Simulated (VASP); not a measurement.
**LiF: elastic constants with PBEsol**

LiF:

```
CELL_PARAMETERS angstrom
0.00000 1.98657 1.98657
1.98657 0.00000 1.98657
1.98657 1.98657 0.00000
ATOMIC_POSITIONS crystal
Li 0.00000 0.00000 0.00000
F 0.50000 0.50000 0.50000
```

* Program: VASP 6.6.1
* Task: elastic constants
* Functional: PBEsol
* Potentials or basis: VASP PAW PBE potentials, release 64 (Li_sv, F)
* Cutoff: 600 eV
* k mesh: 10 × 10 × 10
* Occupations: gaussian, width 0.01 eV
* Spin: no spin polarisation
* Dipole correction: no
* Ions in elastic constants: relaxed
* Further INCAR settings: ALGO = Normal; EDIFF = 1e-08; IBRION = 6; POTIM = 0.015; NSW = 1; ISIF = 3

The elastic constants C11, C12, C44 are 143, 45, 63 GPa, the voigt bulk modulus is 78 GPa and the highest phonon frequency at Γ, LO-TO splitting left out is 333 cm⁻¹.

Phonon frequencies in cm⁻¹ (negative: imaginary):
| q point | frequencies |
| --- | --- |
| (0.000, 0.000, 0.000) | 0 0 0 333 333 333 |

Elastic tensor in Voigt notation (GPa, in the Cartesian axes of the cell as first typed):
```
143  45  45   0   0   0
 45 143  45   0   0   0
 45  45 143   0   0   0
  0   0   0  63   0   0
  0   0   0   0  63   0
  0   0   0   0   0  63
```

Clamped-ion elastic tensor (GPa):
```
143  45  45   0   0   0
 45 143  45   0   0   0
 45  45 143   0   0   0
  0   0   0  63   0   0
  0   0   0   0  63   0
  0   0   0   0   0  63
```

Run time: 2.9 min on 1 thread of Intel(R) Xeon(R) Platinum 8488C (Sapphire Rapids), with other jobs on the host, peak memory 0.21 GiB.

Caveat: the cell is under stress, which shifts elastic constants; the cutoff is under 1.25 times the usual one of these potentials, so pressure, stress and relaxed cells hold a basis-set (Pulay) error; the PAW data sets were made with another functional, which shifts forces and pressure a little.
